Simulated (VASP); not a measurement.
# Ga16NO22 (a cell with a defect) in VASP: single point with PBE

Aim: the single point of Ga16NO22 (a cell with a defect) with PBE.

Program: VASP 6.6.1. These are calculated values, not measurements. Logs are shortened: lines on timing, memory, paths and dates and some standing lists are left out, and cuts for length are marked.

### 1 The cell of the first run

The cell holds a defect, 39 atoms: a = 12.280 Å, b = 6.095 Å, c = 5.817 Å, α = 90.00°, β = 76.24°, γ = 90.00°.

### 2 Single point, PBE

The input, INCAR:

```
PREC = Accurate
ENCUT = 520
EDIFF = 1E-7
ISMEAR = 0
SIGMA = 0.05
LREAL = Auto
LASPH = True
NELM = 100
ALGO = Normal
ISIF = 2
LWAVE = False
LCHARG = True
GGA = PE
LELF = True
LVHAR = True
NELECT = 344.0
NBANDS = 198
```

The input, KPOINTS:

```
Automatic mesh
0
Gamma
  1 2 3
```

The input, POSCAR:

```
Ga16NO22
1.0
  -12.2804730000      0.0000000000      0.0000000000
    0.0000000000     -6.0951350000      0.0000000000
   -1.3841310000      0.0000000000      5.6503490000
Ga O N
16 22 1
Direct
    0.1626301420      0.2531577560      0.6860500099
    0.8385716939      0.2681313656      0.3420041776
    0.5872852082      0.2511522130      0.2042599329
    0.4076788603      0.2465059580      0.7960924421
    0.6620633318     -0.0002344923      0.6836224176
    0.3406730085     -0.0002408165      0.3129715926
    0.0969033512     -0.0001656324      0.1844553555
    0.9479576447     -0.0002851670      0.6504328827
    0.1626502563      0.7463892564      0.6860906877
    0.8385330087      0.7314145802      0.3419909150
    0.5872561284      0.7483751360      0.2042556605
    0.4077035879      0.7530722995      0.7960764747
    0.6523384450      0.4997342369      0.6963895728
    0.3398047475      0.4997548374      0.3087691232
    0.0929171222      0.4998540367      0.2060538653
    0.9099567127      0.4997480384      0.8114854286
    0.9953543940      0.2457725708      0.7730728369
    0.0046996634      0.2472090417      0.2607728145
    0.6699121803      0.2580520373      0.4354802395
    0.3273517844      0.2485023500      0.5577705927
    0.3273760188      0.2473806172      0.1089409623
    0.6705706205      0.2485541261      0.8937053974
    0.4978682262     -0.0001997069      0.7463607617
    0.5020248450     -0.0002220812      0.2534356469
    0.1625343399     -0.0002196508      0.4458505546
    0.1746167231     -0.0002114122      0.8810775429
    0.9953708286      0.7537202530      0.7731374000
    0.0046768661      0.7524679446      0.2608201801
    0.6699090858      0.7414884600      0.4354520309
    0.3273601884      0.7510673552      0.5577806465
    0.3273811907      0.7521541988      0.1089245201
    0.6705359728      0.7509580726      0.8936951403
    0.4927715004      0.4997736909      0.7495710781
    0.5001460945      0.4997468736      0.2476364278
    0.1708259126      0.4998181886      0.4443319904
    0.8280328336      0.4997691719      0.5797788506
    0.8338605149      0.4997575277      0.1227665223
    0.1676566791      0.4997818868      0.8935733295
    0.8274062876     -0.0002474216      0.5125708953
```

Potentials or basis: VASP PAW PBE potentials, release 64 (Ga_d, O, N).

Run with:

```sh
> cat potpaw_PBE.64/Ga_d/POTCAR potpaw_PBE.64/O/POTCAR potpaw_PBE.64/N/POTCAR > POTCAR
> mpirun -np 1 vasp_std > vasp.out
```

OUTCAR:

```text
PREC = Accurate
   ENCUT = 520
   EDIFF = 1E-7
   ISMEAR = 0
   LREAL = Auto
   LASPH = True
   NELM = 100
   ISIF = 2
   GGA = PE
   NELECT = 344.0

 ion  position               nearest neighbor table
   1  0.163  0.253  0.686-  38 1.94  26 1.94  20 1.98  17 2.00  35 2.04  25 2.08
   2  0.839  0.268  0.342-  39 1.90  37 1.91  36 1.96  18 1.99  19 2.01  10 2.82
   3  0.587  0.251  0.204-  34 1.84  24 1.84  22 1.85  19 1.87
   4  0.408  0.247  0.796-  33 1.85  23 1.85  21 1.85  20 1.88
   5  0.662  1.000  0.684-  23 1.96  32 1.97  22 1.97  39 2.04  19 2.12  29 2.12
   6  0.341  1.000  0.313-  24 1.93  31 1.95  21 1.95  30 2.06  20 2.06  25 2.14
   7  0.097  1.000  0.184-  26 1.80  18 1.87  28 1.87  25 1.88   8 2.89
   8  0.948  1.000  0.650-  27 1.82  17 1.82  39 1.84   7 2.89
   9  0.163  0.746  0.686-  38 1.94  26 1.94  30 1.98  27 2.00  35 2.04  25 2.08
  10  0.839  0.731  0.342-  39 1.90  37 1.91  36 1.96  28 1.99  29 2.01   2 2.82
  11  0.587  0.748  0.204-  34 1.84  24 1.84  32 1.85  29 1.87
  12  0.408  0.753  0.796-  33 1.85  23 1.85  31 1.85  30 1.88
  13  0.652  0.500  0.696-  33 1.91  22 1.96  32 1.96  19 2.09  29 2.09  36 2.10
  14  0.340  0.500  0.309-  34 1.92  21 1.96  31 1.96  35 2.04  20 2.09  30 2.09
  15  0.093  0.500  0.206-  38 1.83  35 1.86  18 1.87  28 1.87
  16  0.910  0.500  0.811-  37 1.83  17 1.85  27 1.85  36 1.86
  17  0.995  0.246  0.773-   8 1.82  16 1.85   1 2.00
  18  0.005  0.247  0.261-  15 1.87   7 1.87   2 1.99
  19  0.670  0.258  0.435-   3 1.87   2 2.01  13 2.09   5 2.12
  20  0.327  0.249  0.558-   4 1.88   1 1.98   6 2.06  14 2.09
  21  0.327  0.247  0.109-   4 1.85   6 1.95  14 1.96
  22  0.671  0.249  0.894-   3 1.85  13 1.96   5 1.97
  23  0.498  1.000  0.746-  12 1.85   4 1.85   5 1.96
  24  0.502  1.000  0.253-  11 1.84   3 1.84   6 1.93
  25  0.163  1.000  0.446-   7 1.88   1 2.08   9 2.08   6 2.14
  26  0.175  1.000  0.881-   7 1.80   9 1.94   1 1.94
  27  0.995  0.754  0.773-   8 1.82  16 1.85   9 2.00
  28  0.005  0.752  0.261-  15 1.87   7 1.87  10 1.99
  29  0.670  0.741  0.435-  11 1.87  10 2.01  13 2.09   5 2.12
  30  0.327  0.751  0.558-  12 1.88   9 1.98   6 2.06  14 2.09
  31  0.327  0.752  0.109-  12 1.85   6 1.95  14 1.96
  32  0.671  0.751  0.894-  11 1.85  13 1.96   5 1.97
  33  0.493  0.500  0.750-  12 1.85   4 1.85  13 1.91
  34  0.500  0.500  0.248-  11 1.84   3 1.84  14 1.92
  35  0.171  0.500  0.444-  15 1.86  14 2.04   9 2.04   1 2.04
  36  0.828  0.500  0.580-  16 1.86   2 1.96  10 1.96  13 2.10
  37  0.834  0.500  0.123-  16 1.83  10 1.91   2 1.91
  38  0.168  0.500  0.894-  15 1.83   9 1.94   1 1.94
  39  0.827  1.000  0.513-   8 1.84  10 1.90   2 1.90   5 2.04

  LATTYP: Found a simple monoclinic cell.
 ALAT       =     5.8174102870
 B/A-ratio  =     1.0477402657
 C/A-ratio  =     2.1099130053
 COS(beta)  =    -0.2359030992

  Lattice vectors:

 A1 = (  -1.3841310000,   0.0000000000,   5.6503490000)
 A2 = (   0.0000000000,   6.0951350000,   0.0000000000)
 A3 = ( -10.8963420000,   0.0000000000,  -5.6503490000)

Analysis of symmetry for initial positions (statically):
=====================================================================
 Subroutine PRICEL returns:
 Original cell was already a primitive cell.

 Routine SETGRP: Setting up the symmetry group for a
 simple monoclinic supercell.

 Subroutine GETGRP returns: Found  1 space group operations
 (whereof  1 operations were pure point group operations)
 out of a pool of  4 trial point group operations.

The static configuration has the point symmetry C_1 .

Analysis of symmetry for dynamics (positions and initial velocities):
=====================================================================
 Subroutine PRICEL returns:
 Original cell was already a primitive cell.

 Routine SETGRP: Setting up the symmetry group for a
 simple monoclinic supercell.

 Subroutine GETGRP returns: Found  1 space group operations
 (whereof  1 operations were pure point group operations)
 out of a pool of  4 trial point group operations.

The dynamic configuration has the point symmetry C_1 .

 Subroutine INISYM returns: Found  1 space group operations
 (whereof  1 operations are pure point group operations),
 and found     1 'primitive' translations

----------------------------------------------------------------------------------------

                                     Primitive cell

  volume of cell :     422.9351

  direct lattice vectors                    reciprocal lattice vectors
   -12.280473000  0.000000000  0.000000000    -0.081430088  0.000000000 -0.019947424
     0.000000000 -6.095135000  0.000000000     0.000000000 -0.164065275  0.000000000
    -1.384131000  0.000000000  5.650349000     0.000000000  0.000000000  0.176980218

  length of vectors
    12.280473000  6.095135000  5.817410287     0.083837694  0.164065275  0.176980218

  position of ions in fractional coordinates (direct lattice)
     0.162630142  0.253157756  0.686050010
     0.838571694  0.268131366  0.342004178
     0.587285208  0.251152213  0.204259933
     0.407678860  0.246505958  0.796092442
     0.662063332  0.999765508  0.683622418
     0.340673008  0.999759183  0.312971593
[... 31 lines left out ...]
     0.167656679  0.499781887  0.893573330
     0.827406288  0.999752578  0.512570895

  ion indices of the primitive-cell ions
   primitive index   ion index
                 1           1
                 2           2
                 3           3
                 4           4
                 5           5
                 6           6
[... 31 lines left out ...]
                38          38
                39          39

----------------------------------------------------------------------------------------

 KPOINTS: Automatic mesh

Automatic generation of k-mesh.
 Grid dimensions read from file:
 generate k-points for:    1    2    3

 Generating k-lattice:

  Cartesian coordinates                     Fractional coordinates (reciprocal lattice)
    -0.081430088  0.000000000 -0.019947424     1.000000000  0.000000000  0.000000000
     0.000000000 -0.082032638  0.000000000     0.000000000  0.500000000  0.000000000
     0.000000000  0.000000000  0.058993406     0.000000000  0.000000000  0.333333333

  Length of vectors
     0.083837694  0.082032638  0.058993406

  Shift w.r.t. Gamma in fractional coordinates (k-lattice)
     0.000000000  0.000000000  0.000000000

 Subroutine IBZKPT returns following result:
 ===========================================

 Found      4 irreducible k-points:

 Following reciprocal coordinates:
            Coordinates               Weight
  0.000000  0.000000  0.000000      1.000000
  0.000000  0.500000  0.000000      1.000000
  0.000000  0.000000  0.333333      2.000000
  0.000000  0.500000  0.333333      2.000000
   k-points           NKPTS =      4   k-points in BZ     NKDIM =      4   number of bands    NBANDS=    198
   number of dos      NEDOS =    301   number of ions     NIONS =     39
   total plane-waves  NPLWV = 221184
   dimension x,y,z NGX =    96 NGY =   48 NGZ =   48
   dimension x,y,z NGXF=   192 NGYF=   96 NGZF=   96
   ions per type =              16  22   1
   NGX,Y,Z   is equivalent  to a cutoff of  13.00, 13.09, 13.72 a.u.
   NGXF,Y,Z  is equivalent  to a cutoff of  25.99, 26.18, 27.43 a.u.
 SYSTEM =  unknown system
   PREC   = accura    normal or accurate (medium, high low for compatibility)
   ISTART =      0    job   : 0-new  1-cont  2-samecut
   ICHARG =      2    charge: 1-file 2-atom 10-const
   ISPIN  =      1    spin polarized calculation?
   LNONCOLLINEAR =      F non collinear calculations
   LSORBIT =      F    spin-orbit coupling
   LASPH  =      T    aspherical Exc in radial PAW
   ENCUT  =  520.0 eV  38.22 Ry    6.18 a.u.  22.83 11.33 10.82*2*pi/ulx,y,z
   NELM   =    100;   NELMIN=  2; NELMDL= -5     # of ELM steps
   EDIFF  = 0.1E-06   stopping-criterion for ELM
   LREAL  =      T    real-space projection
   EDIFFG = 0.1E-05   stopping-criterion for IOM
   NSW    =      0    number of steps for IOM
   IBRION =     -1    ionic relax: 0-MD 1-quasi-New 2-CG
   NFREE  =      0    steps in history (QN), initial steepest desc. (CG)
   ISIF   =      2    stress and relaxation
   ISYM   =      2    0-nonsym 1-usesym 2-fastsym
   POTIM  = 0.5000    time-step for ionic-motion
   TEBEG  =    0.0;   TEEND  =   0.0 temperature during run
   PSTRESS=    0.0 pullay stress
   NELECT =     344.0000    total number of electrons
   NUPDOWN=      -1.0000    fix difference up-down
   EMIN   =  10.00;   EMAX   =-10.00  energy-range for DOS
   EFERMI =   0.00;   METHOD = LEGACY
   ISMEAR =     0;   SIGMA  =   0.05  broadening in eV -4-tet -1-fermi 0-gaus
   EFERMI_NEDOS =   21; number of points for ismear=-14 and -15
   IALGO  =     38    algorithm
   IMIX   =      4    mixing-type and parameters
     AMIX     =   0.40;   BMIX     =  1.00
     AMIX_MAG =   1.60;   BMIX_MAG =  1.00
  volume/ion in A,a.u.               =      10.84        73.18
  Fermi-wavevector in a.u.,A,eV,Ry     =   1.528163  2.887810 31.773452  2.335283
  Thomas-Fermi vector in A             =   2.635960
   LORBIT       =      0    0 simple, 1 ext, 2 COOP (PROOUT), +10 PAW based schemes
   GGA     = PE    functional components
   LHFCALC =     F    Hartree Fock is set to
   AEXX    =    0.0000 exact exchange contribution
   IVDW    =     0    specifies the selected vdW correction
   LEPSILON=     F    determine dielectric tensor
   LRPA    =     F    only Hartree local field effects (RPA)
 non-spin polarized calculation
 Gauss-broadening in eV      SIGMA  =   0.05
  energy-cutoff  :      520.00
  volume of cell :      422.94
 maximum number of plane-waves:     11405
 NGX is ok and might be reduce to    90
   NGX = 45   NGY = 23   NGZ = 21

 number of electron     344.0000071 magnetization

 Free energy of the ion-electron system (eV)
  ---------------------------------------------------
  ext. energy  EPLUGINS =         0.00000000
  ---------------------------------------------------
  free energy    TOTEN  =      -235.35412436 eV

  energy without entropy =     -235.35412436  energy(sigma->0) =     -235.35412436

 E-fermi :   4.1283     XC(G=0): -11.3980

 val. band max:        3.8394659131   @ k =   0.0000   0.5000   0.0000
 cond. band min:       5.7552720025   @ k =   0.0000   0.0000   0.0000
 fundamental gap:      1.9158060894
 Fermi energy:         4.1283154273

 k-point     1 :       0.0000    0.0000    0.0000
  band No.  band energies     occupation
      1     -15.2051      2.00000
      2     -14.8838      2.00000
      3     -14.6245      2.00000
      4     -14.2320      2.00000
      5     -14.2113      2.00000
      6     -14.1567      2.00000
[... 737 lines left out ...]
    183      10.2734      0.00000
    184      10.7329      0.00000
 [bands above 184 left out]

------------------------ aborting loop because EDIFF is reached ----------------------------------------

  FORCE on cell =-STRESS in cart. coord.  units (eV):
  Direction    XX          YY          ZZ          XY          YZ          ZX
  --------------------------------------------------------------------------------------
  -------------------------------------------------------------------------------------
  Total        9.1303496     12.8554251     11.3572390     -0.0019554      0.0000597     -0.1134974
  in kB       34.5879077     48.6993683     43.0238878     -0.0074077      0.0002261     -0.4299547
  external PRESSURE =      42.1037213 kB  Pullay stress =       0.0000000 kB

 VOLUME and BASIS-vectors are now :
 -----------------------------------------------------------------------------
  energy-cutoff  :      520.00
  volume of cell :      422.94
      direct lattice vectors                 reciprocal lattice vectors
   -12.280473000  0.000000000  0.000000000    -0.081430088  0.000000000 -0.019947424
     0.000000000 -6.095135000  0.000000000     0.000000000 -0.164065275  0.000000000
    -1.384131000  0.000000000  5.650349000     0.000000000  0.000000000  0.176980218

 POSITION                                       TOTAL-FORCE (eV/Angst)
 -----------------------------------------------------------------------------------
     -2.94676     -1.54303      3.87642         0.008304      0.001731      0.011232
    -10.77144     -1.63430      1.93244        -0.011123      0.073006     -0.010077
     -7.49486     -1.53081      1.15414        -0.007215      0.001380     -0.005664
     -6.10839     -1.50249      4.49820         0.003516     -0.006200      0.003221
     -9.07667     -6.09371      3.86271        -0.014149      0.000022     -0.001000
     -4.61682     -6.09367      1.76840         0.000488     -0.001120     -0.002910
[... 31 lines left out ...]
     -3.29573     -3.04624      5.04900        -0.018726      0.000903      0.011467
    -10.87041     -6.09363      2.89620        -0.016994     -0.002667      0.012004
 -----------------------------------------------------------------------------------
    total drift:                                0.008158      0.006532     -0.013659

  FREE ENERGIE OF THE ION-ELECTRON SYSTEM (eV)
  ---------------------------------------------------
  free  energy   TOTEN  =      -235.3541243628 eV

  energy  without entropy=     -235.3541243628  energy(sigma->0) =     -235.35412436
```

It took 42 min on 1 thread of Intel Xeon 8259CL, shared host; peak memory 0.63 GiB.

Results:

```yaml
Free_energy: -235.3541 eV
Largest_force: 0.075 eV/Å
```

Forces on the atoms (eV/Å):
```
Ga   0.008  0.002  0.011
Ga  -0.011  0.073 -0.010
Ga  -0.007  0.001 -0.006
Ga   0.004 -0.006  0.003
Ga  -0.014  0.000 -0.001
Ga   0.000 -0.001 -0.003
Ga  -0.001  0.001 -0.013
Ga   0.061  0.000 -0.031
Ga   0.008 -0.002  0.011
Ga  -0.013 -0.072 -0.012
Ga  -0.010 -0.002 -0.006
Ga   0.005  0.007  0.004
Ga   0.013 -0.002  0.013
Ga  -0.013 -0.002 -0.004
Ga  -0.005  0.000 -0.009
Ga   0.013  0.000  0.004
O   -0.013 -0.003  0.013
O    0.000 -0.009  0.008
O    0.016  0.000 -0.007
O   -0.012 -0.006 -0.002
O    0.028  0.003 -0.009
O   -0.027  0.002  0.009
O   -0.011  0.000 -0.003
O    0.004  0.000  0.005
O    0.011  0.000 -0.004
O   -0.020 -0.001  0.007
O   -0.010  0.003  0.013
O   -0.001  0.010  0.008
O    0.019  0.003 -0.006
O   -0.014  0.006 -0.002
O    0.027 -0.002 -0.008
O   -0.029 -0.002  0.009
O    0.011  0.000 -0.004
O    0.008  0.000  0.009
O    0.022  0.001 -0.006
O   -0.016  0.000  0.015
O    0.008  0.000 -0.018
O   -0.019  0.001  0.011
N   -0.017 -0.003  0.012
```

Levels at points of the mesh, in eV from the Fermi level:
| k point | band 169 | band 170 | band 171 | band 172 | band 173 | band 174 | band 175 | band 176 |
| --- | --- | --- | --- | --- | --- | --- | --- | --- |
| (0.00, 0.00, 0.00) | -0.69 | -0.62 | -0.41 | -0.31 | 1.63 | 3.65 | 4.01 | 4.36 |
| (0.00, 0.50, 0.00) | -0.77 | -0.68 | -0.37 | -0.29 | 3.56 | 3.88 | 4.38 | 4.85 |

Caveat: the k points lie up to 0.53 Å⁻¹ apart; the cell carries a net charge on a neutralising background, which shifts energy and pressure; the cell is charged against a uniform background, so pressure and absolute levels hang on convention.
